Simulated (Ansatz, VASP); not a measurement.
Two plane-wave programs on Si2Mo

```
Si Mo
1.0
    -1.59512    1.59512    3.91091
     1.59512   -1.59512    3.91091
     1.59512    1.59512   -3.91091
Si Mo
2 1
Direct
  0.33506 0.31092 0.97586
  0.66494 0.64081 0.97586
  0.00000 0.01413 0.01413
```

Change from the starting cell: mode 4 frozen in at -0.077 Å and mode 7 at +0.000 Å (largest displacements).

Alike in both runs: task single point; functional PBEsol; k mesh 18 × 18 × 18; occupations gaussian, width 0.15 eV; no spin polarisation.

|  | VASP | Ansatz |
| --- | --- | --- |
| version | VASP 6.6.1 | Ansatz 0.2.0 |
| potentials or method | VASP PAW PBE potentials, release 64 (Si, Mo_sv), cutoff 520 eV | scalar-relativistic, plane waves, PAW |
| valence electrons in the cell | 22 | 22 |

```tsv
	VASP	Ansatz	Ansatz less VASP
gap on the k mesh at the Fermi level (eV)	none	none	-
pressure (GPa)	1.4	1.1	-0.35
traceless stress, the component that is largest in VASP (GPa)	0.57	0.56	-0.007
rms of the force components (eV/Å)	0.509	0.505	-0.0047
```

VASP's potentials were made for PBE, not for PBEsol, and Ansatz warns of the same on its side. Atom by atom the forces differ by 0.005 eV/Å (rms over components). A gap of «none» marks a metal or a gap that the smearing closes.
